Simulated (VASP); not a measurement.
# MgB (CsCl type) (Pm-3m) in VASP: further runs, part 2 of 2

VASP 6.6.1. Earlier steps stand in the parts before.

### 3 Electric field gradients, r2SCAN

This run uses another cell than the first one, of 12.11 Å³/atom, 0.962 times its volume.

POSCAR

```
MgB
1.0
    2.8930974391      0.0000000000      0.0000000000
    0.0000000000      2.8930974391      0.0000000000
    0.0000000000      0.0000000000      2.8930974391
B Mg
1 1
Direct
    0.0000000000      0.0000000000      0.0000000000
    0.5000000000      0.5000000000      0.5000000000
```

INCAR.step1

```
SYSTEM = MgB
  PREC = Accurate
  ENCUT = 580
  ISMEAR = -1
  SIGMA = 0.05
  LREAL = .FALSE.
  LASPH = .TRUE.
  NELM = 120
  NBANDS = 10
  GGA = PE
  ALGO = Normal
  EDIFF = 1E-5
  LWAVE = .TRUE.
  LCHARG = .FALSE.
  GGA_COMPAT = .FALSE.
```

INCAR.step2

```
SYSTEM = MgB
  PREC = Accurate
  ENCUT = 580
  EDIFF = 1E-8
  ISMEAR = -1
  SIGMA = 0.05
  LREAL = .FALSE.
  LASPH = .TRUE.
  NELM = 120
  ALGO = Normal
  ISIF = 2
  LWAVE = .FALSE.
  LCHARG = .FALSE.
  METAGGA = R2SCAN
  LMIXTAU = .TRUE.
  LEFG = .TRUE.
  NBANDS = 10
  ISTART = 1
  GGA_COMPAT = .FALSE.
```

KPOINTS

```
Automatic mesh
0
G
  11 11 11
  0 0 0
```

Potentials or basis: VASP PAW PBE potentials, release 64 (B, Mg).

Command:

```sh
$ cat potpaw_PBE.64/B/POTCAR potpaw_PBE.64/Mg/POTCAR > POTCAR
$ cp INCAR.step1 INCAR
$ mpirun -np 1 vasp_std > vasp.out
$ cp INCAR.step2 INCAR
$ mpirun -np 1 vasp_std > vasp.out
```

OUTCAR:

```text
SYSTEM = MgB
   PREC = Accurate
   ENCUT = 580
   EDIFF = 1E-8
   ISMEAR = -1
   LREAL = .FALSE.
   LASPH = .TRUE.
   NELM = 120
   ISIF = 2
   METAGGA = R2SCAN
   ISTART = 1

 ion  position               nearest neighbor table
   1  0.000  0.000  0.000-   2 2.51   2 2.51   2 2.51   2 2.51   2 2.51   2 2.51   2 2.51   2 2.51

   2  0.500  0.500  0.500-   1 2.51   1 2.51   1 2.51   1 2.51   1 2.51   1 2.51   1 2.51   1 2.51

  LATTYP: Found a simple cubic cell.
 ALAT       =     2.8930974391

  Lattice vectors:

 A1 = (   2.8930974391,   0.0000000000,   0.0000000000)
 A2 = (   0.0000000000,   2.8930974391,   0.0000000000)
 A3 = (   0.0000000000,   0.0000000000,   2.8930974391)

Analysis of symmetry for initial positions (statically):
=====================================================================
 Subroutine PRICEL returns:
 Original cell was already a primitive cell.

 Routine SETGRP: Setting up the symmetry group for a
 simple cubic supercell.

 Subroutine GETGRP returns: Found 48 space group operations
 (whereof 48 operations were pure point group operations)
 out of a pool of 48 trial point group operations.

The static configuration has the point symmetry O_h .

Analysis of symmetry for dynamics (positions and initial velocities):
=====================================================================
 Subroutine PRICEL returns:
 Original cell was already a primitive cell.

 Routine SETGRP: Setting up the symmetry group for a
 simple cubic supercell.

 Subroutine GETGRP returns: Found 48 space group operations
 (whereof 48 operations were pure point group operations)
 out of a pool of 48 trial point group operations.

The dynamic configuration has the point symmetry O_h .

 Subroutine INISYM returns: Found 48 space group operations
 (whereof 48 operations are pure point group operations),
 and found     1 'primitive' translations

----------------------------------------------------------------------------------------

                                     Primitive cell

  volume of cell :      24.2153

  direct lattice vectors                    reciprocal lattice vectors
     2.893097439  0.000000000  0.000000000     0.345650301  0.000000000  0.000000000
     0.000000000  2.893097439  0.000000000     0.000000000  0.345650301  0.000000000
     0.000000000  0.000000000  2.893097439     0.000000000  0.000000000  0.345650301

  length of vectors
     2.893097439  2.893097439  2.893097439     0.345650301  0.345650301  0.345650301

  position of ions in fractional coordinates (direct lattice)
     0.000000000  0.000000000  0.000000000
     0.500000000  0.500000000  0.500000000

  ion indices of the primitive-cell ions
   primitive index   ion index
                 1           1
                 2           2

----------------------------------------------------------------------------------------

 KPOINTS: Automatic mesh

Automatic generation of k-mesh.
[... 81 lines left out ...]
   ISMEAR =    -1;   SIGMA  =   0.05  broadening in eV -4-tet -1-fermi 0-gaus
   EFERMI_NEDOS =   21; number of points for ismear=-14 and -15
   IALGO  =     38    algorithm
   IMIX   =      4    mixing-type and parameters
     AMIX     =   0.40;   BMIX     =  1.00
     AMIX_MAG =   1.60;   BMIX_MAG =  1.00
  volume/ion in A,a.u.               =      12.11        81.71
  Fermi-wavevector in a.u.,A,eV,Ry     =   0.967613  1.828524 12.738798  0.936275
  Thomas-Fermi vector in A             =   2.097514
   LORBIT       =      0    0 simple, 1 ext, 2 COOP (PROOUT), +10 PAW based schemes
   METAGGA = R2SCAN    functional components
   LHFCALC =     F    Hartree Fock is set to
   AEXX    =    0.0000 exact exchange contribution
   IVDW    =     0    specifies the selected vdW correction
   LEPSILON=     F    determine dielectric tensor
   LRPA    =     F    only Hartree local field effects (RPA)
 non-spin polarized calculation
  energy-cutoff  :      580.00
  volume of cell :       24.22
 maximum number of plane-waves:       784
 NGX is ok and might be reduce to    24
   NGX = 11   NGY = 11   NGZ = 11

 number of electron       5.0000000 magnetization

 Free energy of the ion-electron system (eV)
  ---------------------------------------------------
  ext. energy  EPLUGINS =         0.00000000
  ---------------------------------------------------
  free energy    TOTEN  =        -9.92404054 eV

  energy without entropy =       -9.92062973  energy(sigma->0) =       -9.92233513

 E-fermi :   4.6323     XC(G=0): -11.0036

 val. band max:        4.4567301606   @ k =   0.4545   0.2727   0.0909
 cond. band min:       4.6787322565   @ k =   0.3636   0.3636   0.3636
 fundamental gap:      0.2220020959
 Fermi energy:         4.6323325055

 k-point     1 :       0.0000    0.0000    0.0000
  band No.  band energies     occupation
      1      -6.8546      2.00000
      2       7.3947      0.00000
      3       7.3947      0.00000
      4       7.3947      0.00000
      5      12.0413      0.00000
      6      12.0413      0.00000
      7      14.5265      0.00000
      8      24.3097      0.00000
      9      24.3097      0.00000
     10      24.3097      0.00000
[... 287 lines left out ...]
 k-point    24 :       0.2727    0.0909    0.0909
  band No.  band energies     occupation
      1      -5.3698      2.00000
      2       2.3843      2.00000
      3       6.9992      0.00000
      4       7.3742      0.00000
      5      14.3893      0.00000
      6      15.4418      0.00000
      7      16.8046      0.00000
      8      19.0471      0.00000
      9      20.6391      0.00000
     10      23.6686      0.00000

 [... further k-points ...]

------------------------ aborting loop because EDIFF is reached ----------------------------------------

  FORCE on cell =-STRESS in cart. coord.  units (eV):
  Direction    XX          YY          ZZ          XY          YZ          ZX
  --------------------------------------------------------------------------------------
  -------------------------------------------------------------------------------------
  Total       -0.2068459     -0.2068459     -0.2068459     -0.0000000     -0.0000000      0.0000000
  in kB      -13.6857378    -13.6857378    -13.6857378     -0.0000000     -0.0000000      0.0000000
  external PRESSURE =     -13.6857378 kB  Pullay stress =       0.0000000 kB

 VOLUME and BASIS-vectors are now :
 -----------------------------------------------------------------------------
  energy-cutoff  :      580.00
  volume of cell :       24.22
      direct lattice vectors                 reciprocal lattice vectors
     2.893097439  0.000000000  0.000000000     0.345650301  0.000000000  0.000000000
     0.000000000  2.893097439  0.000000000     0.000000000  0.345650301  0.000000000
     0.000000000  0.000000000  2.893097439     0.000000000  0.000000000  0.345650301

 POSITION                                       TOTAL-FORCE (eV/Angst)
 -----------------------------------------------------------------------------------
      0.00000      0.00000      0.00000         0.000000      0.000000      0.000000
      1.44655      1.44655      1.44655         0.000000      0.000000      0.000000
 -----------------------------------------------------------------------------------
    total drift:                               -0.000000      0.000000      0.000000

  FREE ENERGIE OF THE ION-ELECTRON SYSTEM (eV)
  ---------------------------------------------------
  free  energy   TOTEN  =        -9.9240405429 eV

  energy  without entropy=       -9.9206297269  energy(sigma->0) =       -9.92233513

 Electric field gradients (V/A^2)
---------------------------------------------------------------------
 ion       V_xx      V_yy      V_zz      V_xy      V_xz      V_yz
---------------------------------------------------------------------
   1      -0.000     0.000     0.000     0.000     0.000    -0.000
   2      -0.000     0.000    -0.000    -0.000    -0.000    -0.000
---------------------------------------------------------------------

 Electric field gradients after diagonalization (V/A^2)
 (convention: |V_zz| > |V_xx| > |V_yy|)
----------------------------------------------------------------------
 ion       V_xx      V_yy      V_zz     asymmetry (V_yy - V_xx)/ V_zz
----------------------------------------------------------------------
   1      -0.000     0.000     0.000       0.163
   2      -0.000     0.000    -0.000      -0.305
----------------------------------------------------------------------

           NMR quadrupolar parameters

 Cq : quadrupolar parameter    Cq=e*Q*V_zz/h
 eta: asymmetry parameters     (V_yy - V_xx)/ V_zz
 Q  : nuclear electric quadrupole moment in mb (millibarn)
----------------------------------------------------------------------
 ion       Cq(MHz)       eta       Q (mb)
----------------------------------------------------------------------
   1       0.000       0.163       1.000
   2      -0.000      -0.305       1.000
----------------------------------------------------------------------
```

Wall time 22 s (1 thread of Intel Xeon 6975P-C, shared host); peak memory 0.16 GiB.

What came out:

| Item | Value |
| --- | --- |
| Free energy | -9.9240 eV |
| Pressure | -1.4 GPa |

Levels at points of the mesh, in eV from the Fermi level:
```
           k point  band 1  band 2  band 3  band 4  band 5
(0.00, 0.00, 0.00)  -11.49    2.76    2.76    2.76    7.41
```

Caveat: without QUAD_EFG the Cq values of the log hold for a quadrupole moment of 1 mb, not for the nuclei; the PAW data sets were made with another functional, which shifts forces and pressure a little.
